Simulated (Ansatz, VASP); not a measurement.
## SrGe2Mo2: VASP beside Ansatz

The input INCAR:

```
PREC = Accurate
ENCUT = 520
EDIFF = 1E-7
ISMEAR = 0
SIGMA = 0.1
LREAL = False
LASPH = True
NELM = 80
ALGO = Normal
ISIF = 2
LWAVE = False
LCHARG = True
GGA = PE
LELF = True
LVHAR = True
NBANDS = 41
```

File KPOINTS:

```
regular mesh
0
Gamma
  6 6 2
```

The input POSCAR:

```
SrGe2Mo2
1.0
    4.1266087600      0.0000000000      0.0000000000
   -2.0633043800      3.5737480100      0.0000000000
    0.0000000000      0.0000000000      7.7659014000
Sr Ge Mo
1 2 2
Direct
    0.0000000000      0.0000000000      0.0000000000
    0.6666666700      0.3333333300      0.5000000000
    0.3333333300      0.6666666700      0.5000000000
    0.0000000000      0.0000000000      0.3154256400
    0.0000000000      0.0000000000      0.6845743600
```

Input for Ansatz:

```yaml
crystal:
  lattice:
    - [4.12660876, 0.0, 0.0]
    - [-2.06330438, 3.57374801, 0.0]
    - [0.0, 0.0, 7.7659014]
  atoms:
    - { symbol: Sr, position: [0.0, 0.0, 0.0] }
    - { symbol: Ge, position: [0.66666667, 0.33333333, 0.5] }
    - { symbol: Ge, position: [0.33333333, 0.66666667, 0.5] }
    - { symbol: Mo, position: [0.0, 0.0, 0.31542564] }
    - { symbol: Mo, position: [0.0, 0.0, 0.68457436] }
basis:
  ecutwfc: 420
kpoints:
  mp_grid: { grid: [6, 6, 2] }
hamiltonian:
  xc: pbe
scf:
  occupations: { method: gaussian, width: 0.1 }
  lower_state_search: "off"
output:
  forces: true
  stress: true
  eigenvalues: true
```

Alike in both runs: task single point; functional PBE; k mesh 6 × 6 × 2; occupations gaussian, width 0.1 eV; no spin polarisation.

|  | VASP | Ansatz |
| --- | --- | --- |
| version | VASP 6.6.1 | Ansatz 0.2.0 |
| potentials or method | VASP PAW PBE potentials, release 64 (Sr_sv, Ge_d, Mo_sv), cutoff 520 eV | scalar-relativistic, plane waves, PAW |
| valence electrons in the cell | 66 | 66 |

Ansatz gave:

| Property | Result |
| --- | --- |
| gap on the k mesh at the Fermi level (eV) | none |
| pressure (GPa) | 4.9 |
| traceless stress, the component that is largest in VASP (GPa) | 5.95 |
| rms of the force components (eV/Å) | 1.404 |

**Question.** Estimate VASP's values.

**Answer.** gap on the k mesh at the Fermi level (eV): none; pressure (GPa): 5.3; traceless stress, the component that is largest in VASP (GPa): 6.59; rms of the force components (eV/Å): 1.447.

Atom by atom the forces differ by 0.043 eV/Å (rms over components). A gap of «none» marks a metal or a gap that the smearing closes. With one functional, cell and mesh, what is left measures potentials, basis and numerics.

The k mesh is coarse, so the values compare programs but aren't converged.
